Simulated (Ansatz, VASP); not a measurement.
**CuO in VASP and in Ansatz**

```
Cu O
1.0
    -4.68370    0.00000    0.00000
     0.00000    3.42260    0.00000
     0.85003    0.00000   -5.05787
Cu O
4 4
Direct
  0.75000 0.25000 0.00000
  0.25000 0.75000 0.00000
  0.75000 0.75000 0.50000
  0.25000 0.25000 0.50000
  0.00000 0.41840 0.75000
  0.50000 0.91840 0.75000
  0.00000 0.58160 0.25000
  0.50000 0.08160 0.25000
```

Alike in both runs: task single point; functional PBE; k mesh 4 × 5 × 4; occupations gaussian, width 0.05 eV; collinear spin; Hubbard terms Cu d U = 2.7 eV.

|  | VASP | Ansatz |
| --- | --- | --- |
| version | VASP 6.6.1 | Ansatz 0.2.0 |
| potentials or method | VASP PAW PBE potentials, release 64 (Cu, O), cutoff 520 eV | PAW, plane waves, scalar-relativistic |
| valence electrons in the cell | 68 | 100 |

VASP gave:

- pressure (GPa): 5.8
- traceless stress, the component that is largest in VASP (GPa): -0.88
- rms of the force components (eV/Å): 0.039
- net moment per atom (μB): 0.48
- size of the moment on the site where the two differ most (μB): 0.61

**Question.** Estimate Ansatz's values.

**Answer.** Pressure (GPa): 6.9; traceless stress, the component that is largest in VASP (GPa): 0.01; rms of the force components (eV/Å): 0.083; net moment per atom (μB): 0.03; size of the moment on the site where the two differ most (μB): 0.05.

The net moments are unlike, so the other rows may belong to different states. Site moments also hang on the region over which each program counts them. The programs project onto different local orbitals, so the same U acts differently, and such runs can settle in different states. Atom by atom the forces differ by 0.044 eV/Å (rms over components). VASP's potentials hold 68 valence electrons a cell and Ansatz's 100, so a difference there can come from the potentials and not from the codes. Ansatz's warnings: filled band counts differ across k points, seeded moment not kept.

The k mesh is coarse, so the values compare programs but aren't converged.
